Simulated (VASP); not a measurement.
# Nb (P-1) in VASP: single point with B3LYP

Aim: the single point of Nb with B3LYP.

Everything below comes from runs of VASP 6.6.1. Logs are shortened: lines on timing, memory, paths and dates and some standing lists are left out, and cuts for length are marked.

## (1) The cell of the first run

The typed cell holds 1 atom: a = 2.960 Å, b = 3.075 Å, c = 2.891 Å, α = 113.45°, β = 108.81°, γ = 112.40°.

## (2) Single point, B3LYP

POSCAR

```
Nb
1.0
   -1.7724103651      1.7168946417      1.6354004951
    1.7165559568     -1.8859139189      1.7188343822
    1.5536256232      1.6795404287     -1.7670793584
Nb
1
Direct
    0.0000000000      0.0000000000      0.0000000000
```

INCAR.step1

```
PREC     = Accurate       # precision mode
ENCUT    = 400            # plane-wave cutoff, eV
EDIFF    = 1E-5           # SCF threshold, eV
ISMEAR   = -1             # smearing method
SIGMA    = 0.05           # smearing width, eV
LREAL    = F              # projectors in reciprocal space
LASPH    = T              # aspherical terms in the spheres
NELM     = 120            # most SCF steps
ALGO     = Normal         # electronic algorithm
ISIF     = 2              # what is computed and relaxed
LWAVE    = T              # write WAVECAR
LCHARG   = F              # write CHGCAR
GGA      = PE             # functional
NBANDS   = 12             # bands
GGA_COMPAT= F
```

INCAR.step2

```
PREC     = Accurate       # precision mode
ENCUT    = 400            # plane-wave cutoff, eV
EDIFF    = 1E-6           # SCF threshold, eV
ISMEAR   = -1             # smearing method
SIGMA    = 0.05           # smearing width, eV
LREAL    = F              # projectors in reciprocal space
LASPH    = T              # aspherical terms in the spheres
NELM     = 120            # most SCF steps
ALGO     = Normal         # electronic algorithm
ISIF     = 2              # what is computed and relaxed
LWAVE    = F              # write WAVECAR
LCHARG   = F              # write CHGCAR
GGA      = B3             # functional
LHFCALC  = T              # exact exchange
AEXX     = 0.2            # exact-exchange fraction
AGGAX    = 0.72         
AGGAC    = 0.81         
ALDAC    = 0.19         
PRECFOCK = Normal       
ISTART   = 1            
NBANDS   = 12             # bands
GGA_COMPAT= F
```

KPOINTS

```
regular mesh
0
Gamma
  6 6 7
```

Potentials or basis: VASP PAW PBE potentials, release 64 (Nb_sv).

On the command line:

```
$ cat potpaw_PBE.64/Nb_sv/POTCAR > POTCAR
$ cp INCAR.step1 INCAR
$ mpirun -np 1 vasp_std > vasp.out
$ cp INCAR.step2 INCAR
$ mpirun -np 1 vasp_std > vasp.out
```

OUTCAR:

```text
PREC = Accurate
   ENCUT = 400
   EDIFF = 1E-6
   ISMEAR = -1
   LREAL = F
   LASPH = T
   NELM = 120
   ISIF = 2
   GGA = B3
   LHFCALC = T
   AEXX = 0.2
   PRECFOCK = Normal
   ISTART = 1

 ion  position               nearest neighbor table
   1  0.000  0.000  0.000-

  LATTYP: Found a triclinic cell.
 ALAT       =     2.9603547916
 B/A-ratio  =     1.6943854651
 C/A-ratio  =     0.8965357627
 COS(alpha) =     0.0063114484
 COS(beta)  =     0.3225639241
 COS(gamma) =     0.8238267567

  Lattice vectors:

 A1 = (   1.7724103651,  -1.7168946417,  -1.6354004951)
 A2 = (   3.4889663219,  -3.6028085606,   0.0834338871)
 A3 = (  -1.4977712149,  -1.5105211515,  -1.5871555189)

Analysis of symmetry for initial positions (statically):
=====================================================================
 Subroutine PRICEL returns:
 Original cell was already a primitive cell.

 Routine SETGRP: Setting up the symmetry group for a
 triclinic supercell.

 Subroutine GETGRP returns: Found  2 space group operations
 (whereof  2 operations were pure point group operations)
 out of a pool of  2 trial point group operations.

The static configuration has the point symmetry S_2 .

Analysis of symmetry for dynamics (positions and initial velocities):
=====================================================================
 Subroutine PRICEL returns:
 Original cell was already a primitive cell.

 Routine SETGRP: Setting up the symmetry group for a
 triclinic supercell.

 Subroutine GETGRP returns: Found  2 space group operations
 (whereof  2 operations were pure point group operations)
 out of a pool of  2 trial point group operations.

The dynamic configuration has the point symmetry S_2 .

 Subroutine INISYM returns: Found  2 space group operations
 (whereof  2 operations are pure point group operations),
 and found     1 'primitive' translations

----------------------------------------------------------------------------------------

                                     Primitive cell

  volume of cell :      18.5093

  direct lattice vectors                    reciprocal lattice vectors
    -1.772410365  1.716894642  1.635400495     0.024080161  0.308153499  0.314059362
     1.716555957 -1.885913919  1.718834382     0.312307868  0.031940084  0.304940560
     1.553625623  1.679540429 -1.767079358     0.326066968  0.316258632  0.021365851

  length of vectors
     2.960354792  3.075325559  2.890878428     0.440649198  0.437658678  0.454747941

  position of ions in fractional coordinates (direct lattice)
     0.000000000  0.000000000  0.000000000

  ion indices of the primitive-cell ions
   primitive index   ion index
                 1           1

----------------------------------------------------------------------------------------

 KPOINTS: regular mesh

Automatic generation of k-mesh.
 Grid dimensions read from file:
 generate k-points for:    6    6    7

 Generating k-lattice:

  Cartesian coordinates                     Fractional coordinates (reciprocal lattice)
     0.004013360  0.051358917  0.052343227     0.166666667  0.000000000 -0.000000000
     0.052051311  0.005323347  0.050823427     0.000000000  0.166666667 -0.000000000
     0.046580995  0.045179805  0.003052264     0.000000000 -0.000000000  0.142857143

  Length of vectors
     0.073441533  0.072943113  0.064963992

  Shift w.r.t. Gamma in fractional coordinates (k-lattice)
     0.000000000  0.000000000  0.000000000

 Subroutine IBZKPT returns following result:
 ===========================================

 Found    128 irreducible k-points:

 Following reciprocal coordinates:
            Coordinates               Weight
  0.000000  0.000000  0.000000      1.000000
  0.166667  0.000000  0.000000      2.000000
  0.333333 -0.000000  0.000000      2.000000
  0.500000 -0.000000  0.000000      1.000000
  0.000000  0.166667  0.000000      2.000000
  0.166667  0.166667  0.000000      2.000000
[... 16 lines left out ...]
  0.333333  0.000000  0.142857      2.000000
  0.500000 -0.000000  0.142857      2.000000
 [... further k-points ...]
   k-points           NKPTS =    128   k-points in BZ     NKDIM =    252   number of bands    NBANDS=     12
   number of dos      NEDOS =    301   number of ions     NIONS =      1
   total plane-waves  NPLWV =   8000
   dimension x,y,z NGX =    20 NGY =   20 NGZ =   20
   dimension x,y,z NGXF=    40 NGYF=   40 NGZF=   40
   ions per type =               1
   NGX,Y,Z   is equivalent  to a cutoff of  11.23, 10.81, 11.50 a.u.
   NGXF,Y,Z  is equivalent  to a cutoff of  22.46, 21.62, 23.00 a.u.
 SYSTEM =  unknown system
   PREC   = accura    normal or accurate (medium, high low for compatibility)
   ISTART =      1    job   : 0-new  1-cont  2-samecut
   ICHARG =      0    charge: 1-file 2-atom 10-const
   ISPIN  =      1    spin polarized calculation?
   LNONCOLLINEAR =      F non collinear calculations
   LSORBIT =      F    spin-orbit coupling
   LASPH  =      T    aspherical Exc in radial PAW
   ENCUT  =  400.0 eV  29.40 Ry    5.42 a.u.   4.83  5.02  4.71*2*pi/ulx,y,z
   NELM   =    120;   NELMIN=  2; NELMDL=  0     # of ELM steps
   EDIFF  = 0.1E-05   stopping-criterion for ELM
   LREAL  =      F    real-space projection
   EDIFFG = 0.1E-04   stopping-criterion for IOM
   NSW    =      0    number of steps for IOM
   IBRION =     -1    ionic relax: 0-MD 1-quasi-New 2-CG
   NFREE  =      0    steps in history (QN), initial steepest desc. (CG)
   ISIF   =      2    stress and relaxation
   ISYM   =      3    0-nonsym 1-usesym 2-fastsym
   POTIM  = 0.5000    time-step for ionic-motion
   TEBEG  =    0.0;   TEEND  =   0.0 temperature during run
   PSTRESS=    0.0 pullay stress
   NELECT =      13.0000    total number of electrons
   NUPDOWN=      -1.0000    fix difference up-down
   EMIN   =  10.00;   EMAX   =-10.00  energy-range for DOS
   EFERMI =   0.00;   METHOD = LEGACY
   ISMEAR =    -1;   SIGMA  =   0.05  broadening in eV -4-tet -1-fermi 0-gaus
   EFERMI_NEDOS =   21; number of points for ismear=-14 and -15
   IALGO  =     38    algorithm
   IMIX   =      1    mixing-type and parameters
     AMIX     =   0.40;   BMIX     =  1.00
     AMIX_MAG =   1.60;   BMIX_MAG =  1.00
  volume/ion in A,a.u.               =      18.51       124.91
  Fermi-wavevector in a.u.,A,eV,Ry     =   1.455210  2.749948 28.812192  2.117636
  Thomas-Fermi vector in A             =   2.572271
   LORBIT       =      0    0 simple, 1 ext, 2 COOP (PROOUT), +10 PAW based schemes
   GGA     = B3    functional components
   LHFCALC =     T    Hartree Fock is set to
   PRECFOCK=normal    Normal, Fast or Accurate (Low or Medium for compatibility)
   ENCUT4O =  -1.0   cutoff for four orbital integrals eV
   NKREDX  =     1    reduce k-point grid by
   NKREDY  =     1    reduce k-point grid by
   NKREDZ  =     1    reduce k-point grid by
   AEXX    =    0.2000 exact exchange contribution
   HFSCREEN=    0.0000 screening length (either q_TF or 0.3 A-1)
   HFSCREENC=   0.0000 screening length for correlation (either q_TF or 0.3 A-1)
   ENCUTFOCK=  -1.0 apply spherical cutoff to Coloumb kernel
   IVDW    =     0    specifies the selected vdW correction
   LEPSILON=     F    determine dielectric tensor
   LRPA    =     F    only Hartree local field effects (RPA)
 non-spin polarized calculation
  energy-cutoff  :      400.00
  volume of cell :       18.51
 maximum number of plane-waves:       345
  NGX = 16; NGY = 16; NGZ = 16

 number of electron      13.0000000 magnetization

 Free energy of the ion-electron system (eV)
  ---------------------------------------------------
  ext. energy  EPLUGINS =         0.00000000
  ---------------------------------------------------
  free energy    TOTEN  =       -11.21319274 eV

  energy without entropy =      -11.21285675  energy(sigma->0) =      -11.21302475

 E-fermi :  11.0560     XC(G=0):  -9.8386

 val. band max:       10.8524631547   @ k =   0.1667  -0.0000   0.1429
 cond. band min:      11.2434698188   @ k =  -0.1667  -0.1667   0.1429
 fundamental gap:      0.3910066641
 Fermi energy:        11.0560246859

 k-point     1 :       0.0000    0.0000    0.0000
  band No.  band energies     occupation
      1     -46.7566      2.00000
      2     -21.1855      2.00000
      3     -21.0527      2.00000
      4     -20.5887      2.00000
      5       4.2504      2.00000
      6       9.5345      2.00000
      7      11.4039      0.00190
      8      12.9619      0.00000
      9      15.4055      0.00000
     10      15.8935      0.00000
     11      24.9194      0.00000
     12      26.7390      0.00000

 k-point     2 :       0.1667    0.0000    0.0000
  band No.  band energies     occupation
      1     -46.6677      2.00000
      2     -21.2996      2.00000
      3     -21.1409      2.00000
      4     -21.0032      2.00000
      5       5.4550      2.00000
      6      10.5387      1.99994
      7      11.6688      0.00001
      8      12.8181      0.00000
      9      13.9269      0.00000
     10      15.2520      0.00000
     11      26.0674      0.00000
     12      29.1255      0.00000

 k-point     3 :       0.3333   -0.0000    0.0000
  band No.  band energies     occupation
      1     -46.4853      2.00000
      2     -22.1782      2.00000
      3     -21.3870      2.00000
      4     -21.0174      2.00000
      5       6.9287      2.00000
      6       9.9310      2.00000
      7      12.1074      0.00000
      8      14.2733      0.00000
      9      14.7601      0.00000
     10      15.8932      0.00000
     11      24.8150      0.00000
     12      26.6676      0.00000
[... 286 lines left out ...]
 k-point    23 :       0.3333    0.0000    0.1429
  band No.  band energies     occupation
      1     -46.3939      2.00000
      2     -22.5541      2.00000
      3     -21.4273      2.00000
      4     -21.1244      2.00000
      5       7.4798      2.00000
      6       9.5414      2.00000
      7      11.9143      0.00000
      8      14.1998      0.00000
      9      15.0841      0.00000
     10      19.2196      0.00000
     11      24.7686      0.00000
     12      25.6441      0.00000

 k-point    24 :       0.5000   -0.0000    0.1429
  band No.  band energies     occupation
      1     -46.4197      2.00000
      2     -22.3353      2.00000
      3     -21.5484      2.00000
      4     -21.1588      2.00000
      5       7.3567      2.00000
      6       9.6124      2.00000
      7      12.3587      0.00000
      8      14.1808      0.00000
      9      15.5450      0.00000
     10      18.4964      0.00000
     11      24.4466      0.00000
     12      24.9496      0.00000

 [... further k-points ...]

------------------------ aborting loop because EDIFF is reached ----------------------------------------

  FORCE on cell =-STRESS in cart. coord.  units (eV):
  Direction    XX          YY          ZZ          XY          YZ          ZX
  --------------------------------------------------------------------------------------
  -------------------------------------------------------------------------------------
  Total        0.0108497     -0.1832287     -0.0623812      0.0533212      0.0291881     -0.0409604
  in kB        0.9391584    -15.8603701     -5.3997521      4.6155143      2.5265340     -3.5455533
  external PRESSURE =      -6.7736546 kB  Pullay stress =       0.0000000 kB

 VOLUME and BASIS-vectors are now :
 -----------------------------------------------------------------------------
  energy-cutoff  :      400.00
  volume of cell :       18.51
      direct lattice vectors                 reciprocal lattice vectors
    -1.772410365  1.716894642  1.635400495     0.024080161  0.308153499  0.314059362
     1.716555957 -1.885913919  1.718834382     0.312307868  0.031940084  0.304940560
     1.553625623  1.679540429 -1.767079358     0.326066968  0.316258632  0.021365851

 POSITION                                       TOTAL-FORCE (eV/Angst)
 -----------------------------------------------------------------------------------
      0.00000      0.00000      0.00000         0.000000      0.000000      0.000000
 -----------------------------------------------------------------------------------
    total drift:                                0.000001      0.000000      0.000000

  FREE ENERGIE OF THE ION-ELECTRON SYSTEM (eV)
  ---------------------------------------------------
  free  energy   TOTEN  =       -11.2131927364 eV

  energy  without entropy=      -11.2128567539  energy(sigma->0) =      -11.21302475
```

Run time: 88 min. Hardware: 1 thread of Intel Xeon 8259CL, shared host; peak memory 0.15 GiB.

Results:

```
Free energy            : -11.2132 eV
Pressure               : -0.7 GPa
Band gap on the k mesh : zero (an odd number of electrons rules out a gap without spin polarisation)
```

Stress tensor (GPa, compression positive):
```
 0.09  0.46 -0.35
 0.46 -1.59  0.25
-0.35  0.25 -0.54
```

Caveat: the k points lie up to 0.41 Å⁻¹ apart, too coarse for converged energies and pressures of a metal; the PAW data sets were made with another functional, which shifts forces and pressure a little.

The gap in the log of VASP goes by the Fermi energy; the results here count the filled bands.